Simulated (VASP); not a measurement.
A run of VASP 6.6.1 is set up as follows.

File INCAR:

```
PREC = Accurate ; ENCUT = 520
EDIFF = 1E-6 ; ISMEAR = 0
SIGMA = 0.1 ; LREAL = False
LASPH = True ; NELM = 60
ALGO = Fast ; ISIF = 2
LWAVE = False ; LCHARG = False
GGA = PS ; NBANDS = 21
```

The input KPOINTS:

```
Automatic mesh
0
Gamma
  18 18 10
```

Contents of POSCAR:

```
Ge
1.0
    2.9132651216      0.0000000000      0.0000000000
   -1.4566325608      2.5229616033      0.0000000000
    0.0000000000      0.0000000000      5.0024785825
Ge
2
Direct
    0.3333333333      0.6666666667      0.2500000000
    0.6666666667      0.3333333333      0.7500000000
```

Potentials or basis: VASP PAW PBE potentials, release 64 (Ge_d).

Run with:

```console
$ cat potpaw_PBE.64/Ge_d/POTCAR > POTCAR
$ mpirun -np 1 vasp_std > vasp.out
```

Task: Estimate the pressure.

Result: -0.1 GPa.

Task: Predict the band gap on the k mesh.

Result: Zero (bands 14 and 15 overlap by 10.67 eV).

Caveat: the PAW data sets were made with another functional, which shifts forces and pressure a little.
